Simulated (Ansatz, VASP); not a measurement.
## One calculation of SnO, two programs

```
Sn O
1.0
     3.29903    0.00000    0.00000
    -1.64952    2.85704    0.00000
     0.00000    0.00000    9.21258
Sn O
2 2
Direct
  0.00000 0.00000 0.99339
  0.33333 0.66667 0.49339
  0.00000 0.00000 0.38161
  0.33333 0.66667 0.88161
```

Alike in both runs: functional r2SCAN; k mesh 12 × 12 × 4; occupations gaussian, width 0.02 eV; no spin polarisation.

Ansatz relaxed the structure, and its values are those at the end. VASP's run is a single point on that final structure, the one shown.

```csv
,VASP,Ansatz
version,VASP 6.6.1,Ansatz 0.2.0
potentials or method,"VASP PAW PBE potentials, release 64 (Sn_d, O), cutoff 520 eV","scalar-relativistic, plane waves, PAW"
valence electrons in the cell,40,40
```

```tsv
	VASP	Ansatz	Ansatz less VASP
gap on the k mesh at the Fermi level (eV)	1.60	1.63	+0.029
least direct gap on the mesh (eV)	1.87	1.89	+0.024
pressure (GPa)	0.4	0.0	-0.45
rms of the force components (eV/Å)	0.060	0.002	-0.0579
```

VASP's potentials were made for PBE, not for r2SCAN. With one functional, cell and mesh, what is left measures potentials, basis and numerics.
